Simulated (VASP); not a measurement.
Runs of VASP 6.6.1 on PbF2. The structure is that of space group Fm-3m (No. 225), or close to it. The cells are those of the table. 

```csv
level,potentials or basis,cell,gap on the mesh (eV),pressure (GPa)
LDA,"VASP PAW LDA potentials, release 64 (Pb_d, F)","a = 4.243 Å, angles 60.0°, 3 atoms",4.22,(a)
PBEsol,"VASP PAW PBE potentials, release 64 (Pb_d, F)","a = 4.243 Å, angles 60.0°, 3 atoms",4.31,(c)
PBE,"VASP PAW PBE potentials, release 64 (Pb_d, F)","a = 4.299 Å, angles 60.0°, 3 atoms",4.39,-2.6
PBE,"VASP PAW PBE potentials, release 64 (Pb_d, F)","a = 4.243 Å, angles 60.0°, 3 atoms",4.43,-0.2
PBE,"VASP PAW PBE potentials, release 64 (Pb_d, F)","a = 4.271 Å, angles 60.0°, 3 atoms",4.41,-1.5
PBE,"VASP PAW PBE potentials, release 64 (Pb_d, F)","a = 4.186 Å, angles 60.0°, 3 atoms",4.43,2.8
PBE,"VASP PAW PBE potentials, release 64 (Pb_d, F)","a = 4.227 Å, angles 60.0°, 3 atoms",4.43,0.6
PBE,"VASP PAW PBE potentials, release 64 (Pb_d, F)","a = 4.215 Å, angles 60.0°, 3 atoms",4.43,(d)
PBE,"VASP PAW PBE potentials, release 64 (Pb_d, F)","a = 4.340 Å, angles 60.0°, 3 atoms",4.37,-4.0
r2SCAN,"VASP PAW PBE potentials, release 64 (Pb_d, F)","a = 4.243 Å, angles 60.0°, 3 atoms",4.95,-2.9
PBE,"VASP PAW PBE potentials, release 64 (Pb_d, F)","a = 4.164 Å, angles 60.0°, 3 atoms",4.42,4.1
PBE,"VASP PAW PBE potentials, release 64 (Pb_d, F)","a = 4.380 Å, angles 60.0°, 3 atoms",4.33,(b)
```

Alike in all rows: task single point; no spin polarisation; k mesh 10 × 10 × 10; cutoff (eV) 520; smearing gaussian 0.05 eV.

**Question.** Fill in the values left out.

**Answer.** (a) -6.7; (b) -5.2; (c) -3.7; (d) 1.2.

Caveats: spin-orbit coupling is left out, which moves the levels of the heavy elements; the cell stands under tension (at least some runs); the PAW data sets were made with another functional, which shifts forces and pressure a little (at least some runs); the cell stands under pressure (at least some runs).

A k mesh can miss the band edges, and the runs leave out spin-orbit coupling on Pb.
